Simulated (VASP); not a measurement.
## CaHf2Pb2: single point with r2SCAN

CaHf2Pb2:

```xyz
5
Lattice="0.0000 4.7321 0.0000 4.7321 0.0000 0.0000 2.3660 2.3660 -6.0977" Properties=species:S:1:pos:R:3 pbc="T T T"
Pb    2.3660    2.3660   -1.3903
Pb    4.7321    4.7321   -4.7075
Ca    0.0000    0.0000    0.0000
Hf    2.3660    4.7321   -3.0489
Hf    4.7321    2.3660   -3.0489
```

```yaml
Program: VASP 6.6.1
Task: single point
Functional: r2SCAN
Potentials_or_basis: VASP PAW PBE potentials, release 64 (Pb_d, Ca_sv, Hf_pv)
Cutoff: 520 eV
k_mesh: 8 × 8 × 8
Occupations: methfessel-paxton, width 0.2092 eV
Spin: no spin polarisation
Dipole_correction: no
Further_INCAR_settings: ALGO = Normal; EDIFF = 1e-06; NBANDS = 37
```

| Item | Value |
| --- | --- |
| Pressure | 2.7 GPa |
| Largest force | 0.900 eV/Å |
| Band gap on the k mesh | zero (bands 29 and 30 overlap by 0.77 eV) |

Forces on the atoms (eV/Å):
```
Pb   0.000  0.000 -0.900
Pb   0.000  0.000  0.900
Ca   0.000  0.000  0.000
Hf   0.000  0.000  0.000
Hf   0.000  0.000  0.000
```

Stress tensor (GPa, compression positive):
```
-0.60  0.00  0.00
 0.00 -0.60  0.00
 0.00  0.00  9.16
```

Levels at points of the mesh, in eV from the Fermi level:
| k point | band 25 | band 26 | band 27 | band 28 | band 29 | band 30 | band 31 | band 32 | band 33 | band 34 |
| --- | --- | --- | --- | --- | --- | --- | --- | --- | --- | --- |
| (0.00, 0.00, 0.00) | -2.35 | -1.59 | -0.87 | -0.37 | -0.37 | 0.43 | 1.35 | 1.40 | 2.20 | 2.20 |
| (0.50, 0.00, 0.00) | -2.00 | -1.98 | -0.91 | -0.68 | 0.49 | 0.70 | 0.90 | 1.30 | 1.58 | 1.69 |
| (0.50, 0.50, 0.00) | -2.53 | -2.24 | -1.17 | -0.94 | -0.70 | -0.27 | 0.22 | 1.94 | 2.09 | 2.97 |
| (0.00, 0.00, 0.50) | -1.73 | -1.41 | -1.41 | -1.38 | -0.86 | 0.07 | 0.61 | 1.90 | 2.62 | 2.62 |

It took 13 min on 1 thread of Intel(R) Xeon(R) Platinum 8488C (Sapphire Rapids), with other jobs on the host, peak memory 0.48 GiB.

Caveat: the stress differs along the axes, from -1 to 9 GPa; the PAW data sets were made with another functional, which shifts forces and pressure a little; spin-orbit coupling is left out, which moves the levels of the heavy elements.
